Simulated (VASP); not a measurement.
# K2Os (P6/mmm) in VASP: notebook, part 3 of 3

VASP 6.6.1. Earlier steps stand in the parts before.

## 4. Single point, PBE

This run uses another cell than the first one, of 25.44 Å³/atom.

The input, INCAR:

```
PREC     = Accurate       # precision mode
ENCUT    = 520            # plane-wave cutoff, eV
EDIFF    = 1E-7           # SCF threshold, eV
ISMEAR   = 0              # smearing method
SIGMA    = 0.1            # smearing width, eV
LREAL    = False          # projectors in reciprocal space
LASPH    = True           # aspherical terms in the spheres
NELM     = 60             # most SCF steps
ALGO     = Fast           # electronic algorithm
ISIF     = 2              # what is computed and relaxed
LWAVE    = False          # write WAVECAR
LCHARG   = False          # write CHGCAR
GGA      = PE             # functional
NBANDS   = 20             # bands
```

The input, KPOINTS:

```
regular mesh
0
Gamma
  12 12 18
```

The input, POSCAR:

```
K2Os
1.0
    5.7391530044      0.0000000000      0.0000000000
   -2.8695765022      4.9702522980      0.0000000000
    0.0000000000      0.0000000000      2.6758151881
K Os
2 1
Direct
    0.3333333333      0.6666666667      0.5000000000
    0.6666666667      0.3333333333      0.5000000000
    0.0000000000      0.0000000000      0.0000000000
```

Potentials or basis: VASP PAW PBE potentials, release 64 (K_sv, Os).

Command:

```
$ cat potpaw_PBE.64/K_sv/POTCAR potpaw_PBE.64/Os/POTCAR > POTCAR
$ mpirun -np 1 vasp_std > vasp.out
```

OUTCAR:

```text
PREC = Accurate
   ENCUT = 520
   EDIFF = 1E-7
   ISMEAR = 0
   LREAL = False
   LASPH = True
   NELM = 60
   ISIF = 2
   GGA = PE

 ion  position               nearest neighbor table
   1  0.333  0.667  0.500-   2 3.31   2 3.31   2 3.31   3 3.57   3 3.57   3 3.57   3 3.57   3 3.57
                             3 3.57
   2  0.667  0.333  0.500-   1 3.31   1 3.31   1 3.31   3 3.57   3 3.57   3 3.57   3 3.57   3 3.57
                             3 3.57
   3  0.000  0.000  0.000-   1 3.57   2 3.57   1 3.57   2 3.57   1 3.57   1 3.57   2 3.57   2 3.57
                             2 3.57   2 3.57   1 3.57   1 3.57

  LATTYP: Found a hexagonal cell.
 ALAT       =     5.7391530044
 C/A-ratio  =     0.4662386917

  Lattice vectors:

 A1 = (   5.7391530044,   0.0000000000,   0.0000000000)
 A2 = (  -2.8695765022,   4.9702522980,   0.0000000000)
 A3 = (   0.0000000000,   0.0000000000,   2.6758151881)

Analysis of symmetry for initial positions (statically):
=====================================================================
 Subroutine PRICEL returns:
 Original cell was already a primitive cell.

 Routine SETGRP: Setting up the symmetry group for a
 hexagonal supercell.

 Subroutine GETGRP returns: Found 24 space group operations
 (whereof 24 operations were pure point group operations)
 out of a pool of 24 trial point group operations.

The static configuration has the point symmetry D_6h.

Analysis of symmetry for dynamics (positions and initial velocities):
=====================================================================
 Subroutine PRICEL returns:
 Original cell was already a primitive cell.

 Routine SETGRP: Setting up the symmetry group for a
 hexagonal supercell.

 Subroutine GETGRP returns: Found 24 space group operations
 (whereof 24 operations were pure point group operations)
 out of a pool of 24 trial point group operations.

The dynamic configuration has the point symmetry D_6h.

 Subroutine INISYM returns: Found 24 space group operations
 (whereof 24 operations are pure point group operations),
 and found     1 'primitive' translations

----------------------------------------------------------------------------------------

                                     Primitive cell

  volume of cell :      76.3277

  direct lattice vectors                    reciprocal lattice vectors
     5.739153004  0.000000000  0.000000000     0.174241739  0.100598515  0.000000000
    -2.869576502  4.970252298  0.000000000     0.000000000  0.201197030  0.000000000
     0.000000000  0.000000000  2.675815188     0.000000000  0.000000000  0.373717888

  length of vectors
     5.739153004  5.739153004  2.675815188     0.201197030  0.201197030  0.373717888

  position of ions in fractional coordinates (direct lattice)
     0.333333333  0.666666667  0.500000000
     0.666666667  0.333333333  0.500000000
     0.000000000  0.000000000  0.000000000

  ion indices of the primitive-cell ions
   primitive index   ion index
                 1           1
                 2           2
                 3           3

----------------------------------------------------------------------------------------

 KPOINTS: regular mesh

Automatic generation of k-mesh.
 Grid dimensions read from file:
 generate k-points for:   12   12   18

 Generating k-lattice:

  Cartesian coordinates                     Fractional coordinates (reciprocal lattice)
     0.014520145  0.008383210  0.000000000     0.083333333  0.000000000  0.000000000
     0.000000000  0.016766419  0.000000000     0.000000000  0.083333333  0.000000000
     0.000000000  0.000000000  0.020762105     0.000000000  0.000000000  0.055555556

  Length of vectors
     0.016766419  0.016766419  0.020762105

  Shift w.r.t. Gamma in fractional coordinates (k-lattice)
     0.000000000  0.000000000  0.000000000

 Subroutine IBZKPT returns following result:
 ===========================================

 Found    190 irreducible k-points:

 Following reciprocal coordinates:
            Coordinates               Weight
  0.000000  0.000000  0.000000      1.000000
  0.083333 -0.000000  0.000000      6.000000
  0.166667 -0.000000  0.000000      6.000000
  0.250000 -0.000000  0.000000      6.000000
  0.333333 -0.000000  0.000000      6.000000
  0.416667 -0.000000  0.000000      6.000000
[... 16 lines left out ...]
  0.250000 -0.000000  0.055556     12.000000
  0.333333 -0.000000  0.055556     12.000000
 [... further k-points ...]
   k-points           NKPTS =    190   k-points in BZ     NKDIM =    190   number of bands    NBANDS=     20
   number of dos      NEDOS =    301   number of ions     NIONS =      3
   total plane-waves  NPLWV =  46080
   dimension x,y,z NGX =    48 NGY =   48 NGZ =   20
   dimension x,y,z NGXF=    96 NGYF=   96 NGZF=   40
   ions per type =               2   1
   NGX,Y,Z   is equivalent  to a cutoff of  13.90, 13.90, 12.43 a.u.
   NGXF,Y,Z  is equivalent  to a cutoff of  27.81, 27.81, 24.85 a.u.
 SYSTEM =  unknown system
   PREC   = accura    normal or accurate (medium, high low for compatibility)
   ISTART =      0    job   : 0-new  1-cont  2-samecut
   ICHARG =      2    charge: 1-file 2-atom 10-const
   ISPIN  =      1    spin polarized calculation?
   LNONCOLLINEAR =      F non collinear calculations
   LSORBIT =      F    spin-orbit coupling
   LASPH  =      T    aspherical Exc in radial PAW
   ENCUT  =  520.0 eV  38.22 Ry    6.18 a.u.  10.67 10.67  4.98*2*pi/ulx,y,z
   NELM   =     60;   NELMIN=  2; NELMDL= -5     # of ELM steps
   EDIFF  = 0.1E-06   stopping-criterion for ELM
   LREAL  =      F    real-space projection
   EDIFFG = 0.1E-05   stopping-criterion for IOM
   NSW    =      0    number of steps for IOM
   IBRION =     -1    ionic relax: 0-MD 1-quasi-New 2-CG
   NFREE  =      0    steps in history (QN), initial steepest desc. (CG)
   ISIF   =      2    stress and relaxation
   ISYM   =      2    0-nonsym 1-usesym 2-fastsym
   POTIM  = 0.5000    time-step for ionic-motion
   TEBEG  =    0.0;   TEEND  =   0.0 temperature during run
   PSTRESS=    0.0 pullay stress
   NELECT =      26.0000    total number of electrons
   NUPDOWN=      -1.0000    fix difference up-down
   EMIN   =  10.00;   EMAX   =-10.00  energy-range for DOS
   EFERMI =   0.00;   METHOD = LEGACY
   ISMEAR =     0;   SIGMA  =   0.10  broadening in eV -4-tet -1-fermi 0-gaus
   EFERMI_NEDOS =   21; number of points for ismear=-14 and -15
   IALGO  =     68    algorithm
   IMIX   =      4    mixing-type and parameters
     AMIX     =   0.40;   BMIX     =  1.00
     AMIX_MAG =   1.60;   BMIX_MAG =  1.00
  volume/ion in A,a.u.               =      25.44       171.69
  Fermi-wavevector in a.u.,A,eV,Ry     =   1.143331  2.160582 17.785602  1.307205
  Thomas-Fermi vector in A             =   2.280026
   LORBIT       =      0    0 simple, 1 ext, 2 COOP (PROOUT), +10 PAW based schemes
   GGA     = PE    functional components
   LHFCALC =     F    Hartree Fock is set to
   AEXX    =    0.0000 exact exchange contribution
   IVDW    =     0    specifies the selected vdW correction
   LEPSILON=     F    determine dielectric tensor
   LRPA    =     F    only Hartree local field effects (RPA)
 non-spin polarized calculation
 RMM-DIIS sequential band-by-band and
 Gauss-broadening in eV      SIGMA  =   0.10
  energy-cutoff  :      520.00
  volume of cell :       76.33
 maximum number of plane-waves:      2098
 NGX is ok and might be reduce to    48
   NGX = 21   NGY = 21   NGZ =  9

 number of electron      26.0000001 magnetization

 Free energy of the ion-electron system (eV)
  ---------------------------------------------------
  ext. energy  EPLUGINS =         0.00000000
  ---------------------------------------------------
  free energy    TOTEN  =        -9.44183105 eV

  energy without entropy =       -9.42381924  energy(sigma->0) =       -9.43282514

 E-fermi :   2.5809     XC(G=0):  -9.4553

 val. band max:        2.5800751778   @ k =   0.3333   0.2500   0.3889
 cond. band min:       2.5879126807   @ k =   0.3333   0.3333   0.3889
 fundamental gap:      0.0078375028
 Fermi energy:         2.5809273607

 k-point     1 :       0.0000    0.0000    0.0000
  band No.  band energies     occupation
      1     -29.1765      2.00000
      2     -29.0344      2.00000
      3     -12.7697      2.00000
      4     -12.7697      2.00000
      5     -12.2208      2.00000
      6     -12.2208      2.00000
[... 12 lines left out ...]
     19       6.8758      0.00000
     20       6.8758      0.00000
[... 507 lines left out ...]
 k-point    24 :       0.3333   -0.0000    0.0556
  band No.  band energies     occupation
      1     -29.1293      2.00000
      2     -29.0477      2.00000
      3     -12.7959      2.00000
      4     -12.6797      2.00000
      5     -12.2989      2.00000
      6     -12.1580      2.00000
[... 12 lines left out ...]
     19       6.7488      0.00000
     20       7.1741      0.00000

 [... further k-points ...]
[... 5 lines left out ...]
  --------------------------------------------------------------------------------------
  -------------------------------------------------------------------------------------
  Total       -0.0071429     -0.0071429      0.1965544      0.0000000     -0.0000000     -0.0000000
  in kB       -0.1499342     -0.1499342      4.1258264      0.0000000     -0.0000000     -0.0000000
  external PRESSURE =       1.2753194 kB  Pullay stress =       0.0000000 kB

 VOLUME and BASIS-vectors are now :
 -----------------------------------------------------------------------------
  energy-cutoff  :      520.00
  volume of cell :       76.33
      direct lattice vectors                 reciprocal lattice vectors
     5.739153004  0.000000000  0.000000000     0.174241739  0.100598515  0.000000000
    -2.869576502  4.970252298  0.000000000     0.000000000  0.201197030  0.000000000
     0.000000000  0.000000000  2.675815188     0.000000000  0.000000000  0.373717888

 POSITION                                       TOTAL-FORCE (eV/Angst)
 -----------------------------------------------------------------------------------
     -0.00000      3.31350      1.33791         0.000000     -0.000000      0.000000
      2.86958      1.65675      1.33791         0.000000      0.000000     -0.000000
      0.00000      0.00000      0.00000        -0.000000      0.000000     -0.000000
 -----------------------------------------------------------------------------------
    total drift:                               -0.000000      0.000000     -0.000000

  FREE ENERGIE OF THE ION-ELECTRON SYSTEM (eV)
  ---------------------------------------------------
  free  energy   TOTEN  =        -9.4418310492 eV

  energy  without entropy=       -9.4238192362  energy(sigma->0) =       -9.43282514
```

Wall time 4.6 min (1 thread of Intel Xeon Platinum 8488C (Sapphire Rapids), shared host); peak memory 0.42 GiB.

What came out:

```
Free energy            : -9.4418 eV
Pressure               : 0.1 GPa
Band gap on the k mesh : zero (bands 13 and 14 overlap by 1.73 eV)
```

Levels at points of the mesh, in eV from the Fermi level:
```csv
k point,band 9,band 10,band 11,band 12,band 13,band 14,band 15,band 16,band 17,band 18
"(0.00, 0.00, 0.00)",-5.00,-2.69,-0.79,-0.79,1.16,1.16,1.66,1.66,3.63,4.17
"(0.50, 0.00, 0.00)",-4.68,-1.95,-1.26,-0.81,-0.54,1.64,1.65,1.66,3.49,3.56
"(0.00, 0.00, 0.50)",-2.27,-2.27,-0.35,-0.35,-0.34,1.58,3.26,3.26,3.64,3.64
"(0.50, 0.00, 0.50)",-2.33,-2.22,-0.82,0.10,0.17,1.48,2.53,2.86,3.86,5.48
```

Caveat: spin-orbit coupling is left out, which moves the levels of the heavy elements.

## 5. Relaxation of cell and atoms, PBE

The input, INCAR:

```
PREC = Accurate ; ENCUT = 600
EDIFF = 1E-6 ; ISMEAR = 0
SIGMA = 0.1 ; LREAL = False
LASPH = True ; NELM = 100
ALGO = Fast ; ISIF = 3
LWAVE = False ; LCHARG = False
GGA = PE ; IBRION = 2
NSW = 100 ; EDIFFG = -0.01
```

The input, KPOINTS:

```
Automatic mesh
0
Gamma
  12 12 14
```

The input, POSCAR:

```
K2Os
1.0
    5.4181315754      0.0000000000      0.0000000000
   -2.7090657877      4.6922395855      0.0000000000
    0.0000000000      0.0000000000      3.4442550436
K Os
2 1
Direct
    0.3333333333      0.6666666667      0.5000000000
    0.6666666667      0.3333333333      0.5000000000
    0.0000000000      0.0000000000      0.0000000000
```

Command:

```
$ cat potpaw_PBE.64/K_sv/POTCAR potpaw_PBE.64/Os/POTCAR > POTCAR
$ mpirun -np 1 vasp_std > vasp.out
```

Run time: 38 min. Hardware: 1 thread of Intel Xeon Platinum 8488C (Sapphire Rapids), shared host; peak memory 0.48 GiB.

It converged, with:

```
Free energy                           : -9.4468 eV
Relaxed volume                        : 25.51 Å³/atom
Relaxed cell                          : a = 5.730 Å, b = 5.730 Å, c = 2.692 Å, α = 90.00°, β = 90.00°, γ = 120.00°
Space group after relaxing (to 0.1 Å) : P6/mmm (No. 191)
Energy gained by relaxing             : 367.6 meV/atom
Ionic steps                           : 12
Pressure after relaxing               : 0.0 GPa
Band gap on the k mesh                : zero (bands 13 and 14 overlap by 1.75 eV)
```

The path:
```csv
step,energy change (eV),largest force (eV/Å),pressure (GPa),volume (Å³)
1,0.0000,0.0000,-1.94,87.56
2,-0.5072,0.0000,-2.22,82.86
3,0.7045,0.0000,21.89,65.92
4,-0.7716,0.0000,-2.03,80.22
5,-1.0809,0.0000,1.96,73.44
6,-1.0899,0.0000,0.23,75.14
7,-1.0962,0.0000,0.82,74.49
8,-1.0953,0.0000,1.10,74.20
9,-1.1023,0.0000,0.23,76.21
10,-1.1023,0.0000,0.18,76.35
11,-1.1027,0.0000,-0.12,76.63
12,-1.1029,0.0000,0.00,76.53
```

Final structure:
```
K Os
1.0
     5.72959    0.00000    0.00000
    -2.86480    4.96197    0.00000
     0.00000    0.00000    2.69172
K Os
2 1
Cartesian
  0.0000 3.3080 1.3459
  2.8648 1.6540 1.3459
  0.0000 0.0000 0.0000
```

Levels at points of the mesh, in eV from the Fermi level:
```tsv
k point	band 9	band 10	band 11	band 12	band 13	band 14	band 15	band 16	band 17
(0.00, 0.00, 0.00)	-4.94	-2.64	-0.77	-0.77	1.18	1.18	1.62	1.62	3.62
(0.50, 0.00, 0.00)	-4.60	-1.91	-1.25	-0.79	-0.54	1.61	1.62	1.66	3.49
(0.00, 0.00, 0.50)	-2.22	-2.22	-0.37	-0.36	-0.36	1.53	3.28	3.28	3.65
(0.50, 0.00, 0.50)	-2.28	-2.16	-0.84	0.09	0.16	1.48	2.48	2.85	3.87
```

Caveat: a cell axis changed by over 15 % at a fixed basis, so the end point is rough; spin-orbit coupling is left out, which moves the levels of the heavy elements.

## 6. Overview

```csv
task,cell,k mesh,cutoff (eV),gap on the mesh (eV),pressure (GPa)
single point,"a = 5.418, b = 5.418, c = 3.444 Å, angles 90.0, 90.0, 120.0°, 3 atoms",6 × 6 × 6,520,none,-1.7
single point,"a = 5.726, b = 5.726, c = 2.685 Å, angles 90.0, 90.0, 120.0°, 3 atoms",12 × 12 × 14,520,none,0.1
single point,"a = 5.739, b = 5.739, c = 2.676 Å, angles 90.0, 90.0, 120.0°, 3 atoms",12 × 12 × 18,520,none,0.1
relaxation of cell and atoms,"relaxed from a = 5.418, b = 5.418, c = 3.444 Å, angles 90.0, 90.0, 120.0°, 3 atoms",12 × 12 × 14,600,none,0.0
```

Alike in all rows: level PBE; potentials or basis VASP PAW PBE potentials, release 64 (K_sv, Os); no spin polarisation; smearing gaussian 0.1 eV.

Caveats: spin-orbit coupling is left out, which moves the levels of the heavy elements; the stress differs along the axes, from -9 to 2 GPa (at least some runs); a cell axis changed by over 15 % at a fixed basis, so the end point is rough (at least some runs).

Total energies depend on the potentials used, so only differences within one code and one set of settings carry meaning.
